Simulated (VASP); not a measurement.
Input of a VASP 6.6.1 run:

The input POSCAR:

```
Au
1.0
    0.0000000000      2.0350000000      2.0350000000
    2.0350000000      0.0000000000      2.0350000000
    2.0350000000      2.0350000000      0.0000000000
Au
1
Direct
    0.0000000000      0.0000000000      0.0000000000
```

Contents of INCAR.step1:

```
ALGO     = Normal         # electronic algorithm
EDIFF    = 1E-5           # SCF threshold, eV
ENCUT    = 550            # plane-wave cutoff, eV
GGA      = PE             # functional
GGA_COMPAT= F            
ISMEAR   = -1             # smearing method
LASPH    = T              # aspherical terms in the spheres
LCHARG   = F              # write CHGCAR
LREAL    = F              # projectors in reciprocal space
LWAVE    = T              # write WAVECAR
NBANDS   = 12             # bands
NELM     = 120            # most SCF steps
PREC     = Accurate       # precision mode
SIGMA    = 0.1            # smearing width, eV
```

INCAR.step2

```
ALGO     = Normal         # electronic algorithm
EDIFF    = 1E-6           # SCF threshold, eV
ENCUT    = 550            # plane-wave cutoff, eV
GGA_COMPAT= F            
ISIF     = 2              # what is computed and relaxed
ISMEAR   = -1             # smearing method
ISTART   = 1            
IVDW     = 12             # dispersion correction
LASPH    = T              # aspherical terms in the spheres
LCHARG   = T              # write CHGCAR
LELF     = T              # ELF
LMIXTAU  = T            
LREAL    = F              # projectors in reciprocal space
LVHAR    = T            
LWAVE    = F              # write WAVECAR
METAGGA  = R2SCAN         # meta-GGA
NBANDS   = 12             # bands
NELM     = 120            # most SCF steps
PREC     = Accurate       # precision mode
SIGMA    = 0.1            # smearing width, eV
VDW_A1   = 0.49484001   
VDW_A2   = 5.73083694   
VDW_S6   = 1.0          
VDW_S8   = 0.78981345
```

KPOINTS

```
k-points
0
Gamma
  10 10 10
```

Potentials or basis: VASP PAW PBE potentials, release 64 (Au).

Command:

```sh
$ cat potpaw_PBE.64/Au/POTCAR > POTCAR
$ cp INCAR.step1 INCAR
$ mpirun -np 1 vasp_std > vasp.out
$ cp INCAR.step2 INCAR
$ mpirun -np 1 vasp_std > vasp.out
```

**Question.** Predict the pressure.

**Answer.** 4.7 GPa.

**Question.** Estimate the dispersion energy per atom.

**Answer.** -0.319 eV.

Caveat: three body term missing; the PAW data sets were made with another functional, which shifts forces and pressure a little; pairwise dispersion overbinds metals, which lowers pressure and volume.
